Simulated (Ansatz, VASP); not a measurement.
# Ta2Se5: VASP beside Ansatz

```
Ta Se
1.0
     5.34552    0.00000    0.00000
    -2.67276    4.62936    0.00000
     0.00000    0.00000    7.21111
Ta Se
2 5
Cartesian
  0.0000 0.0000 5.9154
  0.0000 0.0000 1.2957
  0.0000 3.0862 0.0000
  2.6728 1.5431 0.0000
  0.0000 3.0862 3.6056
  2.6728 1.5431 3.6056
  0.0000 0.0000 3.6056
```

Alike in both runs: task single point; functional PBE; k mesh 6 × 6 × 4; occupations gaussian, width 0.1 eV; no spin polarisation.

```csv
,VASP,Ansatz
version,VASP 6.6.1,Ansatz 0.2.0
potentials or method,"VASP PAW PBE potentials, release 64 (Ta_pv, Se), cutoff 520 eV","scalar-relativistic, plane waves, PAW"
valence electrons in the cell,52,106
```

|  | VASP | Ansatz | Ansatz less VASP |
| --- | --- | --- | --- |
| gap on the k mesh at the Fermi level (eV) | none | none | - |
| pressure (GPa) | -4.9 | -5.0 | -0.05 |
| traceless stress, the component that is largest in VASP (GPa) | 10.23 | 10.13 | -0.109 |
| rms of the force components (eV/Å) | 1.118 | 1.112 | -0.0067 |

Atom by atom the forces differ by 0.007 eV/Å (rms over components). A gap of «none» marks a metal or a gap that the smearing closes. VASP's potentials hold 52 valence electrons a cell and Ansatz's 106, so a difference there can come from the potentials and not from the codes.

Spin-orbit coupling is off throughout.
